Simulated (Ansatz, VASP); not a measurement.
# NbZn3: VASP beside Ansatz

```
Nb Zn
1.0
     3.98577    0.00000    0.00000
     0.00000    3.98577    0.00000
     0.00000    0.00000    3.98577
Nb Zn
1 3
Direct
  0.00000 0.00000 0.00000
  0.00000 0.50000 0.50000
  0.50000 0.00000 0.50000
  0.50000 0.50000 0.00000
```

Change from the starting cell: volume scaled by 1.04, crystal datasets.

Alike in both runs: task electric field gradients; functional PBEsol; k mesh 10 × 10 × 10; occupations fermi-dirac, width 0.05 eV; no spin polarisation.

|  | VASP | Ansatz |
| --- | --- | --- |
| version | VASP 6.6.1 | Ansatz 0.2.0 |
| potentials or method | VASP PAW PBE potentials, release 64 (Nb_sv, Zn), cutoff 520 eV | all-electron PAW with datasets made for the crystal, scalar-relativistic |

|  | VASP | Ansatz | Ansatz less VASP |
| --- | --- | --- | --- |
| pressure (GPa) | -9.2 | -9.5 | -0.24 |
| size of Vzz on the site where it differs most (V/Å²) | 59.1 | 62.3 | +3.20 |

VASP's potentials were made for PBE, not for PBEsol. Ansatz ran all-electron here, and VASP with PAW potentials.
